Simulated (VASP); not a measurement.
Wanted: the native input for a VASP 6.6.1 run.

| Quantity | Value |
| --- | --- |
| Task | single point |
| Functional | PBE |
| Potentials or basis | VASP PAW PBE potentials, release 64 (Ga_d, Sn_d, Se) |
| Cutoff | 500 eV |
| k mesh | 2 × 2 × 2 |
| Occupations | gaussian, width 0.15 eV |
| Spin | no spin polarisation |
| Dipole correction | no |
| Further INCAR settings | ALGO = Normal; EDIFF = 1e-06; NBANDS = 41 |

The structure of Ga2SnSe4 lies in POSCAR:

```
Ga2SnSe4
1.0
    5.9619451557      0.0000000000      0.0000000000
    0.0000000000      5.9619451557      0.0000000000
    0.0000000000      0.0000000000      5.7763423939
Ga Sn Se
2 1 4
Direct
    0.5000000000      0.0000000000      0.6684017741
    0.0000000000      0.5000000000      0.6684017741
    0.0000000000      0.0000000000      0.0181489286
    0.7408006477      0.7408006477      0.3315934058
    0.2591993523      0.2591993523      0.3315934058
    0.2591993523      0.7408006477      0.3315934058
    0.7408006477      0.2591993523      0.3315934058
```

The cell was built from a structure type or drawn by symmetry, and may not be a known phase.

These files were run (other wordings do the same):

INCAR

```
ALGO = Normal
EDIFF = 1E-6
ENCUT = 500
GGA = PE
GGA_COMPAT = False
ISIF = 2
ISMEAR = 0
LASPH = True
LCHARG = True
LELF = True
LREAL = False
LVHAR = True
LWAVE = False
NBANDS = 41
NELM = 120
PREC = Accurate
SIGMA = 0.15
```

KPOINTS

```
k-points
0
Gamma
  2 2 2
```

Potentials or basis: VASP PAW PBE potentials, release 64 (Ga_d, Sn_d, Se).

Command:

```bash
$ cat potpaw_PBE.64/Ga_d/POTCAR potpaw_PBE.64/Sn_d/POTCAR potpaw_PBE.64/Se/POTCAR > POTCAR
$ mpirun -np 1 vasp_std > vasp.out
```

Results of the run:

```yaml
Pressure: -0.3 GPa
Largest_force: 0.028 eV/Å
Band_gap_on_the_k_mesh: zero (bands 32 and 33 overlap by 2.31 eV)
```

Caveat: the k points lie up to 0.54 Å⁻¹ apart, too coarse for converged energies and pressures of a metal; spin-orbit coupling is left out, which moves the levels of the heavy elements.

Wall time 4 min on 1 thread of Intel Xeon 8259CL (shared host), peak memory 0.31 GiB.
